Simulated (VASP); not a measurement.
Se, 1 atom in the cell. It takes space group Pm-3m (No. 221, cubic). The conventional cell has a = 2.821 Å, b = 2.821 Å, c = 2.821 Å, α = 90.00°, β = 90.00°, γ = 90.00°. Se (site symmetry m-3m) has 6 Se at 2.82 Å within 3.7 Å. 

| Property | Result |
| --- | --- |
| Program | VASP 6.6.1 |
| Task | single point |
| Functional | r2SCAN |
| Potentials or basis | VASP PAW PBE potentials, release 64 (Se) |
| Cutoff | 520 eV |
| k mesh | 9 × 9 × 9 |
| Occupations | fermi-dirac, width 0.05 eV |
| Spin | no spin polarisation |
| Dipole correction | no |
| Further INCAR settings | ALGO = Normal; EDIFF = 1e-07; NBANDS = 9 |

Potentials or basis: VASP PAW PBE potentials, release 64 (Se).

Launch:

```bash
$ cat potpaw_PBE.64/Se/POTCAR > POTCAR
$ cp INCAR.step1 INCAR
$ mpirun -np 1 vasp_std > vasp.out
$ cp INCAR.step2 INCAR
$ mpirun -np 1 vasp_std > vasp.out
```

Hardware: 1 thread of Intel Xeon 8259CL, with other jobs on the host.

**Question.** Estimate the wall time of this run.

**Answer.** Run time: 47 s on 1 thread of Intel Xeon 8259CL, with other jobs on the host, peak memory 0.14 GiB. Counts: k points 35.
